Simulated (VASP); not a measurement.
Write the native input for VASP 6.6.1 that does the following.

```yaml
Task: relaxation of cell and atoms
Functional: PBE
Potentials_or_basis: VASP PAW PBE potentials, release 64 (Si, C)
Cutoff: 600 eV
k_mesh: 10 × 10 × 10
Occupations: gaussian, width 0.1 eV
Spin: collinear spin
Starting_moments: "[0.0, 0.0, 0.0, 0.0, 0.87, 0.0] μB"
Dipole_correction: no
Further_INCAR_settings: ALGO = Normal; EDIFF = 1e-07; IBRION = 2; EDIFFG = -0.01; NSW = 100; ISIF = 3
```

The structure of Si2C lies in POSCAR:

```
Si2C
1.0
    0.0000000000      3.7644928834      3.7644928834
    3.7644928834      0.0000000000      3.7644928834
    3.7644928834      3.7644928834      0.0000000000
Si C
4 2
Direct
    0.6093392152      0.1719823545      0.6093392152
    0.6093392152      0.6093392152      0.6093392152
    0.1719823545      0.6093392152      0.6093392152
    0.6093392152      0.6093392152      0.1719823545
    0.0000000000      0.0000000000      0.0000000000
    0.7500000000      0.7500000000      0.7500000000
```

The cell was generated, and may not be a known phase.

These files were run (other wordings do the same):

INCAR

```
SYSTEM = Si2C
PREC = Accurate
ENCUT = 600
EDIFF = 1E-7
ISMEAR = 0
SIGMA = 0.1
LREAL = .FALSE.
LASPH = .TRUE.
NELM = 150
ALGO = Normal
ISIF = 3
LWAVE = .FALSE.
LCHARG = .FALSE.
ISPIN = 2
MAGMOM = 0 0 0 0 0.87 0
LORBIT = 11
GGA = PE
IBRION = 2
NSW = 100
EDIFFG = -0.01
```

KPOINTS

```
regular mesh
0
G
  10 10 10
  0 0 0
```

Potentials or basis: VASP PAW PBE potentials, release 64 (Si, C).

The run is started by

```sh
$ cat potpaw_PBE.64/Si/POTCAR potpaw_PBE.64/C/POTCAR > POTCAR
$ mpirun -np 1 vasp_std > vasp.out
```

It gave:

```
Relaxed volume                                        : 17.68 Å³/atom
Relaxed cell                                          : a = 5.313 Å, b = 5.313 Å, c = 5.313 Å, α = 60.00°, β = 60.00°, γ = 60.00°
Space group after relaxing (to 0.1 Å)                 : F-43m (No. 216)
Energy gained by relaxing                             : 0.3 meV/atom
Ionic steps                                           : 5
Pressure after relaxing                               : 0.0 GPa
Net moment                                            : 0.20 μB per cell
Site moments                                          : Si -0.01; C +0.17, -0.00 μB
Valence electrons inside the program's atomic spheres : Si 1.63; C 2.01, 2.57
```

Run time: 25 min on 1 thread of Oxide Virtual Turin-like Processor, with other jobs on the host, peak memory 0.44 GiB.
